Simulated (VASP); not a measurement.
Wanted: the native input for a VASP 6.6.1 run.

```yaml
Task: single point
Functional: PBE-based screened hybrid
Potentials_or_basis: VASP PAW PBE potentials, release 64 (Pt, Se)
Cutoff: 520 eV
k_mesh: 4 × 4 × 4
Occupations: fermi-dirac, width 0.05 eV
Spin: no spin polarisation
Dipole_correction: no
Grid_for_exact_exchange_PRECFOCK: Normal
Share_of_exact_exchange: 0.25
Further_INCAR_settings: ALGO = Normal; EDIFF = 1e-06; NBANDS = 15
Screening_parameter: 0.3 1/Å
```

The system is PtSe.

```xyz
2
Lattice="0.0000 3.0374 3.0374 3.0374 0.0000 3.0374 3.0374 3.0374 0.0000" Properties=species:S:1:pos:R:3 pbc="T T T"
Pt    0.0000    0.0000    0.0000
Se    1.5187    1.5187    1.5187
```

These files were run (other wordings do the same):

POSCAR

```
PtSe
1.0
    0.0000000000      3.0374472300      3.0374472300
    3.0374472300      0.0000000000      3.0374472300
    3.0374472300      3.0374472300      0.0000000000
Pt Se
1 1
Direct
    0.0000000000      0.0000000000      0.0000000000
    0.2500000000      0.2500000000      0.2500000000
```

INCAR.step1

```
PREC     = Accurate       # precision mode
ENCUT    = 520            # plane-wave cutoff, eV
EDIFF    = 1E-5           # SCF threshold, eV
ISMEAR   = -1             # smearing method
SIGMA    = 0.05           # smearing width, eV
LREAL    = False          # projectors in reciprocal space
LASPH    = True           # aspherical terms in the spheres
NELM     = 60             # most SCF steps
ALGO     = Normal         # electronic algorithm
ISIF     = 2              # what is computed and relaxed
LWAVE    = True           # write WAVECAR
LCHARG   = False          # write CHGCAR
GGA      = PE             # functional
NBANDS   = 15             # bands
```

INCAR.step2

```
PREC     = Accurate       # precision mode
ENCUT    = 520            # plane-wave cutoff, eV
EDIFF    = 1E-6           # SCF threshold, eV
ISMEAR   = -1             # smearing method
SIGMA    = 0.05           # smearing width, eV
LREAL    = False          # projectors in reciprocal space
LASPH    = True           # aspherical terms in the spheres
NELM     = 60             # most SCF steps
ALGO     = Normal         # electronic algorithm
ISIF     = 2              # what is computed and relaxed
LWAVE    = False          # write WAVECAR
LCHARG   = False          # write CHGCAR
GGA      = PE             # functional
LHFCALC  = True           # exact exchange
AEXX     = 0.25           # exact-exchange fraction
HFSCREEN = 0.3            # screening, 1/A
PRECFOCK = Normal       
ISTART   = 1            
NBANDS   = 15             # bands
```

KPOINTS

```
Automatic mesh
0
Gamma
  4 4 4
```

Potentials or basis: VASP PAW PBE potentials, release 64 (Pt, Se).

Run with:

```console
$ cat potpaw_PBE.64/Pt/POTCAR potpaw_PBE.64/Se/POTCAR > POTCAR
$ cp INCAR.step1 INCAR
$ mpirun -np 1 vasp_std > vasp.out
$ cp INCAR.step2 INCAR
$ mpirun -np 1 vasp_std > vasp.out
```

It gave:

```
Pressure               : -13.3 GPa
Band gap on the k mesh : zero (band 8 reaches 4.59 eV, above the bottom of band 9 at 1.65 eV)
```

Caveat: the k points lie up to 0.45 Å⁻¹ apart; the PAW data sets were made with another functional, which shifts forces and pressure a little; spin-orbit coupling is left out, which moves the levels of the heavy elements.

Run time: 3.3 min on 1 thread of AMD EPYC 9R45 96-Core Processor (Zen 5), with other jobs on the host, peak memory 0.26 GiB.
